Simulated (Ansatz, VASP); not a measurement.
**AlN in VASP and in Ansatz**

```xyz
2
Lattice="0.0000 2.0292 2.0292 2.0292 0.0000 2.0292 2.0292 2.0292 0.0000" Properties=species:S:1:pos:R:3 pbc="T T T"
Al    0.0000    0.0000    0.0000
N     2.0292    2.0292    2.0292
```

Alike in both runs: task single point; functional PBE; k mesh 10 × 10 × 10; no spin polarisation.

|  | VASP | Ansatz |
| --- | --- | --- |
| version | VASP 6.6.1 | Ansatz 0.2.0 |
| potentials or method | VASP PAW PBE potentials, release 64 (Al, N), cutoff 600 eV | scalar-relativistic, plane waves, PAW |
| occupations | gaussian, width 0.01 eV | fixed |
| valence electrons in the cell | 8 | 8 |

Ansatz gave:

| Item | Value |
| --- | --- |
| gap on the k mesh at the Fermi level (eV) | 4.52 |
| least direct gap on the mesh (eV) | 5.51 |
| pressure (GPa) | 2.3 |

Estimate VASP's values.

gap on the k mesh at the Fermi level (eV): 4.50; least direct gap on the mesh (eV): 5.52; pressure (GPa): 1.9.
